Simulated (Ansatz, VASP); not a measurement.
# One calculation of Zn3CdPt, two programs

```xyz
5
Lattice="4.8459 0.0000 0.0000 0.0000 4.8459 0.0000 0.0000 0.0000 4.8459" Properties=species:S:1:pos:R:3 pbc="T T T"
Zn    2.4229    2.4229    0.0000
Zn    0.0000    2.4229    2.4229
Zn    2.4229    0.0000    2.4229
Cd    0.0000    0.0000    0.0000
Pt    2.4229    2.4229    2.4229
```

Change from the starting cell: species swapped into the Tb3InN type (Pm-3m, No. 221).

Alike in both runs: functional PBE; k mesh 4 × 4 × 4; occupations gaussian, width 0.1 eV; no spin polarisation.

Ansatz relaxed the structure, and its values are those at the end. VASP's run is a single point on that final structure, the one shown.

|  | VASP | Ansatz |
| --- | --- | --- |
| version | VASP 6.6.1 | Ansatz 0.2.0 |
| potentials or method | VASP PAW PBE potentials, release 64 (Zn, Cd, Pt), cutoff 520 eV | scalar-relativistic, plane waves, PAW |
| valence electrons in the cell | 58 | 74 |

```csv
,VASP,Ansatz,Ansatz less VASP
gap on the k mesh at the Fermi level (eV),none,none,-
pressure (GPa),0.4,0.2,-0.21
```

A gap of «none» marks a metal or a gap that the smearing closes. VASP's potentials hold 58 valence electrons a cell and Ansatz's 74, so a difference there can come from the potentials and not from the codes.

Spin-orbit coupling is off throughout.
